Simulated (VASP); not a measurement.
The system is Re.

```xyz
2
Lattice="2.7392 0.0000 0.0000 -1.3696 2.3722 0.0000 0.0000 0.0000 4.4119" Properties=species:S:1:pos:R:3 pbc="T T T"
Re    0.0000    1.5815    1.1030
Re    1.3696    0.7907    3.3089
```

Base run:

```yaml
Program: VASP 6.6.1
Functional: LDA
Potentials_or_basis: VASP PAW LDA potentials, release 64 (Re_sv_GW)
Cutoff: 560 eV
k_mesh: 13 × 13 × 7
Occupations: fermi-dirac, width 0.3 eV
Spin: no spin polarisation
```

Its results: band gap on the k mesh zero (bands 15 and 16 overlap by 3.05 eV); pressure 1.6 GPa.

Q: The run is repeated on the same cell with these changes: occupations from fermi-dirac, width 0.3 eV to gaussian, width 1 eV. What comes out?

A: Band gap on the k mesh zero (bands 15 and 16 overlap by 3.05 eV); pressure 2.7 GPa.

Caveats: so wide a smearing shifts energies and pressures; spin-orbit coupling is left out, which moves the levels of the heavy elements.
